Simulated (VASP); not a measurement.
Crystal: Co.

```
Co
1.0
     0.00000    1.76910    1.76910
     1.76910    0.00000    1.76910
     1.76910    1.76910    0.00000
Co
1
Direct
  0.00000 0.00000 0.00000
```

```yaml
Program: VASP 6.6.1
Task: relaxation of cell and atoms
Functional: RPBE
Potentials_or_basis: VASP PAW PBE potentials, release 64 (Co)
Cutoff: 600 eV
k_mesh: 15 × 15 × 15
Occupations: fermi-dirac, width 0.1 eV
Spin: no spin polarisation
```

At the start: pressure -9.7 GPa; volume 11.07 Å³/atom.

Problem. Where does the relaxation end?

Solution. Over 3 steps the energy falls by 16.4 meV/atom and the volume is 10.56 Å³/atom (-4.6 %); space group Fm-3m (No. 225, to 0.05 Å).

The path:
| step | energy change (eV) | largest force (eV/Å) | pressure (GPa) | volume (Å³) |
| --- | --- | --- | --- | --- |
| 1 | 0.0000 | 0.0000 | -9.67 | 11.07 |
| 2 | 0.0038 | 0.0000 | 13.05 | 10.04 |
| 3 | -0.0164 | 0.0000 | -0.07 | 10.56 |

Final structure:
```xyz
1
Lattice="0.0000 1.7414 1.7414 1.7414 0.0000 1.7414 1.7414 1.7414 0.0000" Properties=species:S:1:pos:R:3 pbc="T T T"
Co    0.0000    0.0000    0.0000
```

Caveat: the PAW data sets were made with another functional, which shifts forces and pressure a little; the run has no spin polarisation, though such a crystal can be magnetic.
